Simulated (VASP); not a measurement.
Write the native input for VASP 6.6.1 that does the following.

```yaml
Task: relaxation of cell and atoms
Functional: LDA
Potentials_or_basis: VASP PAW LDA potentials, release 64 (Cl, Te, Li_sv)
Cutoff: 600 eV
k_mesh: 4 × 4 × 4
Occupations: methfessel-paxton, width 0.01 eV
Spin: no spin polarisation
Dipole_correction: no
Further_INCAR_settings: ALGO = Normal; EDIFF = 1e-07; IBRION = 2; EDIFFG = -0.03; NSW = 80; ISIF = 3
```

The structure of Li3TeCl lies in POSCAR:

```
Li3TeCl
1.0
    4.6700000000      0.0000000000      0.0000000000
    0.0000000000      4.6700000000      0.0000000000
    0.0000000000      0.0000000000      4.6700000000
Cl Te Li
1 1 3
Direct
    0.0000000000      0.0000000000      0.0000000000
    0.5000000000      0.5000000000      0.5000000000
    0.5000000000      0.5000000000      0.0000000000
    0.0000000000      0.5000000000      0.5000000000
    0.5000000000      0.0000000000      0.5000000000
```

These files were run (other wordings do the same):

INCAR

```
SYSTEM = Li3TeCl
PREC = Accurate ; ENCUT = 600
EDIFF = 1E-7 ; ISMEAR = 1
SIGMA = 0.01 ; LREAL = .FALSE.
LASPH = .TRUE. ; NELM = 100
ALGO = Normal ; ISIF = 3
LWAVE = .FALSE. ; LCHARG = .FALSE.
GGA = CA ; IBRION = 2
NSW = 80 ; EDIFFG = -0.03
```

KPOINTS

```
Automatic mesh
0
G
  4 4 4
  0 0 0
```

Potentials or basis: VASP PAW LDA potentials, release 64 (Cl, Te, Li_sv).

Launch:

```bash
$ cat potpaw_LDA.64/Cl/POTCAR potpaw_LDA.64/Te/POTCAR potpaw_LDA.64/Li_sv/POTCAR > POTCAR
$ mpirun -np 1 vasp_std > vasp.out
```

Results of the run:

```yaml
Relaxed_volume: 25.72 Å³/atom
Relaxed_cell: a = 5.048 Å, b = 5.048 Å, c = 5.048 Å, α = 90.00°, β = 90.00°, γ = 90.00°
Space_group_after_relaxing_to_0.1_Å: Pm-3m (No. 221)
Energy_gained_by_relaxing: 108.9 meV/atom
Ionic_steps: 4
Pressure_after_relaxing: 0.0 GPa
Band_gap_on_the_k_mesh: 3.31 eV
```

Caveat: the cutoff is under 1.25 times the usual one of these potentials, so pressure, stress and relaxed cells hold a basis-set (Pulay) error; the volume moved by over 15 % at a fixed basis, so the end points are rough; spin-orbit coupling is left out, which moves the levels of the heavy elements.

It took 54 s on 1 thread of AMD EPYC 7R43 64-Core Processor (Zen 3) (shared host), peak memory 0.17 GiB.
